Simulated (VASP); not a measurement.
# NiO (F-43m) in VASP: notebook

Runs on NiO. Level: PBE. Tasks: single point, relaxation of cell and atoms.

Everything below comes from runs of VASP 6.6.1. Logs are shortened: lines on timing, memory, paths and dates and some standing lists are left out, and cuts for length are marked.

### Step 1. The cell of the first run

The structure is cubic, space group F-43m (No. 216). Conventional cell: a = 4.481 Å, b = 4.481 Å, c = 4.481 Å, α = 90.00°, β = 90.00°, γ = 90.00°. Ni (site symmetry -43m) has 4 O at 1.94 Å within 2.6 Å. Within 2.6 Å of O (site symmetry -43m) lie 4 Ni at 1.94 Å.

### Step 2. Single point, PBE, collinear spin, ferromagnetic start

File INCAR:

```
SYSTEM = NiO
ALGO     = Normal         ! electronic algorithm
EDIFF    = 1E-6           ! SCF threshold, eV
ENCUT    = 520            ! plane-wave cutoff, eV
GGA      = PE             ! functional
ISIF     = 2              ! what is computed and relaxed
ISMEAR   = 0              ! smearing method
ISPIN    = 2              ! spin polarisation
LASPH    = .True.         ! aspherical terms in the spheres
LCHARG   = .True.         ! write CHGCAR
LELF     = .True.         ! ELF
LMAXMIX  = 4              ! l up to which the mixer works
LORBIT   = 11             ! projections on sites
LREAL    = .False.        ! projectors in reciprocal space
LVHAR    = .True.       
LWAVE    = .False.        ! write WAVECAR
MAGMOM   = 1.61 0.41      ! initial moments
NBANDS   = 19             ! bands
NELM     = 150            ! most SCF steps
PREC     = Accurate       ! precision mode
SIGMA    = 0.1            ! smearing width, eV
```

File KPOINTS:

```
k-points
0
Gamma
  22 22 22
  0 0 0
```

File POSCAR:

```
NiO
1.0
    0.0000000000      2.2406275172      2.2406275172
    2.2406275172      0.0000000000      2.2406275172
    2.2406275172      2.2406275172      0.0000000000
Ni O
1 1
Direct
    0.0000000000      0.0000000000      0.0000000000
    0.2500000000      0.2500000000      0.2500000000
```

Potentials or basis: VASP PAW PBE potentials, release 64 (Ni, O).

Run with:

```console
$ cat potpaw_PBE.64/Ni/POTCAR potpaw_PBE.64/O/POTCAR > POTCAR
$ mpirun -np 1 vasp_std > vasp.out
```

OUTCAR:

```text
SYSTEM = NiO
   EDIFF = 1E-6
   ENCUT = 520
   GGA = PE
   ISIF = 2
   ISMEAR = 0
   ISPIN = 2
   LASPH = .True.
   LORBIT = 11
   LREAL = .False.
   NELM = 150
   PREC = Accurate

 ion  position               nearest neighbor table
   1  0.000  0.000  0.000-   2 1.94   2 1.94   2 1.94   2 1.94
   2  0.250  0.250  0.250-   1 1.94   1 1.94   1 1.94   1 1.94

  LATTYP: Found a face centered cubic cell.
 ALAT       =     4.4812550344

  Lattice vectors:

 A1 = (   0.0000000000,   2.2406275172,   2.2406275172)
 A2 = (   2.2406275172,   0.0000000000,   2.2406275172)
 A3 = (   2.2406275172,   2.2406275172,   0.0000000000)

Analysis of symmetry for initial positions (statically):
=====================================================================
 Subroutine PRICEL returns:
 Original cell was already a primitive cell.

 Routine SETGRP: Setting up the symmetry group for a
 face centered cubic supercell.

 Subroutine GETGRP returns: Found 24 space group operations
 (whereof 24 operations were pure point group operations)
 out of a pool of 48 trial point group operations.

The static configuration has the point symmetry T_d .

Analysis of symmetry for dynamics (positions and initial velocities):
=====================================================================
 Subroutine PRICEL returns:
 Original cell was already a primitive cell.

 Routine SETGRP: Setting up the symmetry group for a
 face centered cubic supercell.

 Subroutine GETGRP returns: Found 24 space group operations
 (whereof 24 operations were pure point group operations)
 out of a pool of 48 trial point group operations.

The dynamic configuration has the point symmetry T_d .

Analysis of structural, dynamic, and magnetic symmetry:
=====================================================================
 Subroutine PRICEL returns:
 Original cell was already a primitive cell.

 Routine SETGRP: Setting up the symmetry group for a
 face centered cubic supercell.

 Subroutine GETGRP returns: Found 24 space group operations
 (whereof 24 operations were pure point group operations)
 out of a pool of 48 trial point group operations.

The overall configuration has the point symmetry T_d .

 Subroutine INISYM returns: Found 24 space group operations
 (whereof 24 operations are pure point group operations),
 and found     1 'primitive' translations

----------------------------------------------------------------------------------------

                                     Primitive cell
[... 107 lines left out ...]
   EFERMI_NEDOS =   21; number of points for ismear=-14 and -15
   IALGO  =     38    algorithm
   IMIX   =      4    mixing-type and parameters
     AMIX     =   0.40;   BMIX     =  1.00
     AMIX_MAG =   1.60;   BMIX_MAG =  1.00
  volume/ion in A,a.u.               =      11.25        75.91
  Fermi-wavevector in a.u.,A,eV,Ry     =   1.461286  2.761430 29.053284  2.135356
  Thomas-Fermi vector in A             =   2.577635
   LORBIT       =     11    0 simple, 1 ext, 2 COOP (PROOUT), +10 PAW based schemes
   GGA     = PE    functional components
   LHFCALC =     F    Hartree Fock is set to
   AEXX    =    0.0000 exact exchange contribution
   IVDW    =     0    specifies the selected vdW correction
   LEPSILON=     F    determine dielectric tensor
   LRPA    =     F    only Hartree local field effects (RPA)
 spin polarized calculation
 Gauss-broadening in eV      SIGMA  =   0.10
  energy-cutoff  :      520.00
  volume of cell :       22.50
 maximum number of plane-waves:       620
   NGX = 11   NGY = 11   NGZ = 11

 number of electron      16.0000007 magnetization       1.9117303

 Free energy of the ion-electron system (eV)
  ---------------------------------------------------
  ext. energy  EPLUGINS =         0.00000000
  ---------------------------------------------------
  free energy    TOTEN  =       -11.59981634 eV

  energy without entropy =      -11.59059043  energy(sigma->0) =      -11.59520338

 E-fermi :   5.5929     XC(G=0): -11.2350

 val. band max:        5.5909347544   @ k =  -0.4545   0.3636   0.0000
 cond. band min:       5.5933256101   @ k =   0.0455   0.0000   0.0000
 fundamental gap:      0.0023908557
 Fermi energy:         5.5928616604

 spin component 1

 k-point     1 :       0.0000    0.0000    0.0000
  band No.  band energies     occupation
      1     -14.3651      1.00000
      2      -0.3962      1.00000
      3      -0.3962      1.00000
      4      -0.3962      1.00000
      5       3.1687      1.00000
      6       3.1688      1.00000
[... 517 lines left out ...]
     18      32.3528      0.00000
     19      32.4536      0.00000

 [... further k-points ...]

 spin component 2

 k-point     1 :       0.0000    0.0000    0.0000
  band No.  band energies     occupation
      1     -13.7649      1.00000
      2       0.6060      1.00000
      3       0.6060      1.00000
      4       0.6060      1.00000
      5       4.2303      1.00000
      6       4.2303      1.00000
[... 517 lines left out ...]
     18      32.5918      0.00000
     19      32.7066      0.00000

 [... further k-points ...]
[... 5 lines left out ...]
  --------------------------------------------------------------------------------------
  -------------------------------------------------------------------------------------
  Total        0.0399259      0.0399259      0.0399259      0.0000000      0.0000000      0.0000000
  in kB        2.8433231      2.8433231      2.8433231      0.0000000      0.0000000      0.0000000
  external PRESSURE =       2.8433231 kB  Pullay stress =       0.0000000 kB

 VOLUME and BASIS-vectors are now :
 -----------------------------------------------------------------------------
  energy-cutoff  :      520.00
  volume of cell :       22.50
      direct lattice vectors                 reciprocal lattice vectors
     0.000000000  2.240627517  2.240627517    -0.223151772  0.223151772  0.223151772
     2.240627517  0.000000000  2.240627517     0.223151772 -0.223151772  0.223151772
     2.240627517  2.240627517  0.000000000     0.223151772  0.223151772 -0.223151772

 POSITION                                       TOTAL-FORCE (eV/Angst)
 -----------------------------------------------------------------------------------
      0.00000      0.00000      0.00000         0.000000      0.000000      0.000000
      1.12031      1.12031      1.12031        -0.000000     -0.000000     -0.000000
 -----------------------------------------------------------------------------------
    total drift:                                0.000001      0.000001      0.000001

  FREE ENERGIE OF THE ION-ELECTRON SYSTEM (eV)
  ---------------------------------------------------
  free  energy   TOTEN  =       -11.5998163368 eV

  energy  without entropy=      -11.5905904266  energy(sigma->0) =      -11.59520338

 total charge

# of ion       s       p       d       tot
------------------------------------------
    1        0.380   0.479   8.241   9.100
    2        1.556   3.417   0.000   4.973
--------------------------------------------------
tot          1.936   3.896   8.241  14.073

 magnetization (x)

# of ion       s       p       d       tot
------------------------------------------
    1        0.003   0.039   1.452   1.495
    2        0.016   0.344   0.000   0.360
--------------------------------------------------
tot          0.020   0.383   1.452   1.855
```

Run time: 2.2 min. Hardware: 1 thread of AMD EPYC 9R45 (Zen 5), shared host; peak memory 0.29 GiB.

Results:

- Free energy: -11.5998 eV
- Pressure: 0.3 GPa
- Net moment: 1.91 μB per cell
- Site moments: Ni +1.50; O +0.36 μB
- Valence electrons inside the program's atomic spheres: Ni 9.10; O 4.97

Levels at points of the mesh, in eV from the Fermi level:
Spin up:
| k point | band 7 | band 8 | band 9 | band 10 | band 11 | band 12 |
| --- | --- | --- | --- | --- | --- | --- |
| (0.00, 0.00, 0.00) | 0.16 | 0.16 | 0.16 | 0.44 | 14.28 | 14.28 |
| (0.50, 0.00, 0.00) | -2.36 | -0.66 | -0.66 | 5.87 | 7.31 | 13.79 |
| (0.50, 0.50, 0.00) | -1.86 | -1.86 | -1.75 | 5.39 | 9.97 | 11.18 |
Spin down:
| k point | band 3 | band 4 | band 5 | band 6 | band 7 | band 8 | band 9 | band 10 | band 11 | band 12 |
| --- | --- | --- | --- | --- | --- | --- | --- | --- | --- | --- |
| (0.00, 0.00, 0.00) | -4.99 | -4.99 | -1.36 | -1.36 | 0.74 | 1.76 | 1.76 | 1.76 | 14.54 | 14.54 |
| (0.50, 0.00, 0.00) | -4.74 | -4.74 | -1.16 | -1.16 | -0.75 | 0.86 | 0.86 | 6.18 | 7.81 | 14.12 |
| (0.50, 0.50, 0.00) | -4.40 | -4.40 | -1.53 | -1.05 | -0.74 | -0.10 | -0.10 | 5.87 | 10.60 | 11.43 |

Caveat: a cell with one magnetic atom can't hold antiferromagnetic order, which such compounds often take; semilocal functionals often make such compounds metallic where correlation or magnetic order opens a gap, which also shifts bond lengths. With open d or f shells a metallic result of PBE can be an artefact of self-interaction; +U or a hybrid may open a gap.

(Part 1 of 3 ends here.)
